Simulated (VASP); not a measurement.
A run of VASP 6.6.1:

INCAR

```
SYSTEM = AlN
PREC = Accurate ; ENCUT = 520
EDIFF = 1E-6 ; ISMEAR = 0
SIGMA = 0.05 ; LREAL = .False.
LASPH = .True. ; NELM = 80
ALGO = Normal ; ISIF = 2
LWAVE = .False. ; LCHARG = .True.
GGA = PE ; LELF = .True.
LVHAR = .True. ; NBANDS = 16
```

The input KPOINTS:

```
Automatic mesh
0
Gamma
  9 9 6
  0 0 0
```

Contents of POSCAR:

```
AlN
1.0
    3.3134793407      0.0000000000      0.0000000000
   -1.6567396703      2.8695572839      0.0000000000
    0.0000000000      0.0000000000      4.1875902417
Al N
2 2
Direct
    0.3381093678      0.6762187355      0.7652730210
    0.6714427011      0.3428854022      0.2652730210
    0.3241333079      0.6482666158      0.2205797385
    0.6574666412      0.3149332825      0.7205797385
```

Potentials or basis: VASP PAW PBE potentials, release 64 (Al, N).

The run is started by

```bash
$ cat potpaw_PBE.64/Al/POTCAR potpaw_PBE.64/N/POTCAR > POTCAR
$ mpirun -np 1 vasp_std > vasp.out
```

Hardware: 1 thread of Intel(R) Xeon(R) 6975P-C (Granite Rapids), on a shared host.

**Question.** How long does it take, and how much memory?

**Answer.** It took 32 s on 1 thread of Intel(R) Xeon(R) 6975P-C (Granite Rapids), on a shared host, peak memory 0.21 GiB. Counts: scf iterations 13, k points 140.
